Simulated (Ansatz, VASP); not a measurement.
## Two plane-wave programs on Hf

```
CELL_PARAMETERS angstrom
3.19873 0.00000 0.00000
-1.59937 2.77018 0.00000
0.00000 0.00000 5.05050
ATOMIC_POSITIONS crystal
Hf 0.33333 0.66667 0.25000
Hf 0.66667 0.33333 0.75000
```

Alike in both runs: task single point; functional r2SCAN; k mesh 11 × 11 × 6; occupations fermi-dirac, width 0.1 eV; no spin polarisation.

```csv
,VASP,Ansatz
version,VASP 6.6.1,Ansatz 0.2.0
potentials or method,"VASP PAW PBE potentials, release 64 (Hf_pv), cutoff 520 eV","plane waves (600 eV) with PAW, scalar-relativistic"
valence electrons in the cell,20,52
```

|  | VASP | Ansatz | Ansatz less VASP |
| --- | --- | --- | --- |
| pressure (GPa) | -0.6 | 0.0 | +0.58 |
| traceless stress, the component that is largest in VASP (GPa) | -0.10 | 0.00 | +0.097 |

VASP's potentials were made for PBE, not for r2SCAN. The functional is the same, so the differences come from potentials, cutoffs and numerics. VASP's potentials hold 20 valence electrons a cell and Ansatz's 52, so a difference there can come from the potentials and not from the codes.

Neither program's run includes spin-orbit coupling.
